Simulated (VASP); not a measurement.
# Nb2SiO2: single point with PBE

Nb2SiO2:

```
Nb Si O
1.0
    -1.72090    1.72090    5.39077
     1.72090   -1.72090    5.39077
     1.72090    1.72090   -5.39077
Nb Si O
2 1 2
Direct
  0.36650 0.36650 0.00000
  0.63350 0.63350 0.00000
  0.00000 0.00000 0.00000
  0.75000 0.25000 0.50000
  0.25000 0.75000 0.50000
```

```json
{
 "Program": "VASP 6.6.1",
 "Task": "single point",
 "Functional": "PBE",
 "Potentials or basis": "VASP PAW PBE potentials, release 64 (Nb_sv, Si, O)",
 "Cutoff": "600 eV",
 "k mesh": "5 × 5 × 5",
 "Occupations": "gaussian, width 0.15 eV",
 "Spin": "no spin polarisation"
}
```

```yaml
Pressure: 0.0 GPa
Band_gap_on_the_k_mesh: zero (bands 21 and 22 overlap by 0.30 eV)
```

Stress tensor (GPa, compression positive):
```
 0.19  0.00  0.00
 0.00  0.19  0.00
 0.00  0.00 -0.39
```

Levels at points of the mesh, in eV from the Fermi level:
```
           k point  band 18  band 19  band 20  band 21  band 22  band 23  band 24  band 25
(0.00, 0.00, 0.00)    -1.47    -0.24     0.07     0.07     0.31     0.45     1.29     1.81
```

Run time: 48 s on 1 thread of Intel(R) Xeon(R) 6975P-C (Granite Rapids) (shared host), peak memory 0.34 GiB.

Caveat: the k points lie up to 0.38 Å⁻¹ apart.
